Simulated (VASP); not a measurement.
BN: electric field gradients with PBEsol

The system is BN.

```
CELL_PARAMETERS angstrom
0.00000 1.80750 1.86173
1.80750 0.00000 1.86173
1.80750 1.80750 0.00000
ATOMIC_POSITIONS crystal
B 0.00000 0.00000 0.00000
N 0.75000 0.75000 0.75000
```

This cell differs from its parent crystal: zz strain of +3 %.

| Quantity | Value |
| --- | --- |
| Program | VASP 6.6.1 |
| Task | electric field gradients |
| Functional | PBEsol |
| Potentials or basis | VASP PAW PBE potentials, release 64 (B, N) |
| Cutoff | 520 eV |
| k mesh | 13 × 13 × 13 |
| Occupations | fermi-dirac, width 0.03 eV |
| Spin | no spin polarisation |
| Dipole correction | no |
| Further INCAR settings | ALGO = Normal; EDIFF = 1e-08; NBANDS = 11 |

* Pressure: -13.0 GPa
* Band gap on the k mesh: 4.06 eV, indirect (least direct gap 8.46 eV)

Stress tensor (GPa, compression positive):
```
 -6.91   0.00   0.00
  0.00  -6.91   0.00
  0.00   0.00 -25.06
```

Levels at points of the mesh, in eV from the valence-band top:
| k point | band 2 | band 3 | band 4 | band 5 | band 6 | band 7 |
| --- | --- | --- | --- | --- | --- | --- |
| (0.00, 0.00, 0.00) | -0.30 | 0.00 | 0.00 | 8.46 | 8.46 | 8.67 |

Electric field gradients, principal values (V/Å²):
```
atom   least  middle  greatest (by size)
 1 B   0.514   0.514              -1.027
 2 N  -2.447  -2.447               4.894
```

It took 26 s on 1 thread of AMD EPYC 7R43 64-Core Processor (Zen 3), with other jobs on the host, peak memory 0.1 GiB.

Caveat: the cell differs from its parent crystal (zz strain of +3 %); without QUAD_EFG the Cq values of the log hold for a quadrupole moment of 1 mb, not for the nuclei; the PAW data sets were made with another functional, which shifts forces and pressure a little. A k mesh can miss the band edges.
